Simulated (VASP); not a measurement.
# Sn: single point with PBE

The system is Sn.

```
Sn
1.0
     0.00000    3.18965    3.18965
     3.18965    0.00000    3.18965
     3.18965    3.18965    0.00000
Sn
2
Direct
  0.87500 0.87500 0.87500
  0.12500 0.12500 0.12500
```

This cell differs from its parent crystal: volume scaled by 0.88.

| Property | Result |
| --- | --- |
| Program | VASP 6.6.1 |
| Task | single point |
| Functional | PBE |
| Potentials or basis | VASP PAW PBE potentials, release 64 (Sn_d) |
| Cutoff | 520 eV |
| k mesh | 10 × 10 × 10 |
| Occupations | fermi-dirac, width 0.08 eV |
| Spin | no spin polarisation |

| Property | Result |
| --- | --- |
| Pressure | 6.1 GPa |
| Band gap on the k mesh | zero (filled and empty bands touch) |

Levels at points of the mesh, in eV from the Fermi level:
| k point | band 12 | band 13 | band 14 | band 15 | band 16 | band 17 |
| --- | --- | --- | --- | --- | --- | --- |
| (0.00, 0.00, 0.00) | -0.33 | 0.03 | 0.03 | 0.03 | 2.11 | 2.11 |
| (0.50, 0.00, 0.00) | -6.56 | -1.25 | -1.25 | 0.04 | 3.20 | 3.20 |
| (0.50, 0.50, 0.00) | -7.75 | -2.69 | -2.69 | 0.71 | 0.71 | 8.01 |

Run time: 100 s on 1 thread of AMD EPYC 7R13, on a shared host, peak memory 0.19 GiB.

Caveat: spin-orbit coupling is left out, which moves the levels of the heavy elements.
